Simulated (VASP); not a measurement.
Input of a VASP 6.6.1 run:

File INCAR:

```
SYSTEM = SnSe2
ALGO = Normal ; EDIFF = 1E-7
EDIFFG = -0.005 ; ENCUT = 600
GGA = CA ; IBRION = 2
ISIF = 3 ; ISMEAR = -1
LASPH = .TRUE. ; LCHARG = .FALSE.
LREAL = .FALSE. ; LWAVE = .FALSE.
NELM = 60 ; NSW = 80
PREC = Accurate ; SIGMA = 0.02
```

KPOINTS

```
k-points
0
G
  4 4 6
  0 0 0
```

POSCAR

```
SnSe2
1.0
    6.5776880365      0.0000000000      0.0000000000
    0.0000000000      6.5776880365      0.0000000000
    0.0000000000      0.0000000000      4.0126018055
Sn Se
2 4
Direct
    0.0000000000      0.0000000000      0.0000000000
    0.5000000000      0.5000000000      0.5000000000
    0.3070040500      0.3070040500      0.0000000000
    0.1929959500      0.8070040500      0.5000000000
    0.8070040500      0.1929959500      0.5000000000
    0.6929959500      0.6929959500      0.0000000000
```

Potentials or basis: VASP PAW LDA potentials, release 64 (Sn_d, Se).

Launch:

```console
$ cat potpaw_LDA.64/Sn_d/POTCAR potpaw_LDA.64/Se/POTCAR > POTCAR
$ mpirun -np 1 vasp_std > vasp.out
```

Predict the space group after relaxing (to 0.1 Å).

P4_2/mnm (No. 136).

Estimate the relaxed cell.

a = 6.355 Å, b = 6.355 Å, c = 3.971 Å, α = 90.00°, β = 90.00°, γ = 90.00°.

Predict the band gap on the k mesh.

zero (bands 26 and 27 overlap by 0.03 eV).

Final structure:
```
Sn Se
1.0
     6.35518    0.00000    0.00000
     0.00000    6.35518    0.00000
     0.00000    0.00000    3.97097
Sn Se
2 4
Direct
  0.00000 0.00000 0.00000
  0.50000 0.50000 0.50000
  0.30474 0.30474 0.00000
  0.19526 0.80474 0.50000
  0.80474 0.19526 0.50000
  0.69526 0.69526 0.00000
```

Caveat: the structure was generated, so it needn't be the stable form of SnSe2; semilocal functionals underestimate gaps, and a narrow one can read as zero; spin-orbit coupling is left out, which moves the levels of the heavy elements.
